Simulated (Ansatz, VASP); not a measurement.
## One calculation of BaRe, two programs

```xyz
2
Lattice="3.6545 0.0000 0.0000 0.0000 3.6545 0.0000 0.0000 0.0000 3.6545" Properties=species:S:1:pos:R:3 pbc="T T T"
Ba    0.0000    0.0000    0.0000
Re    1.8273    1.8273    1.8273
```

Alike in both runs: task single point; functional r2SCAN; k mesh 10 × 10 × 10; occupations gaussian, width 0.05 eV; no spin polarisation.

|  | VASP | Ansatz |
| --- | --- | --- |
| version | VASP 6.6.1 | Ansatz 0.2.0 |
| potentials or method | VASP PAW PBE potentials, release 64 (Ba_sv, Re), cutoff 520 eV | scalar-relativistic, plane waves, PAW |
| valence electrons in the cell | 17 | 25 |

|  | VASP | Ansatz | Ansatz less VASP |
| --- | --- | --- | --- |
| gap on the k mesh at the Fermi level (eV) | none | none | - |
| pressure (GPa) | 4.4 | 2.0 | -2.36 |

VASP's potentials were made for PBE, not for r2SCAN. A gap of «none» marks a metal or a gap that the smearing closes. VASP's potentials hold 17 valence electrons a cell and Ansatz's 25, so a difference there can come from the potentials and not from the codes.

Neither program's run includes spin-orbit coupling.
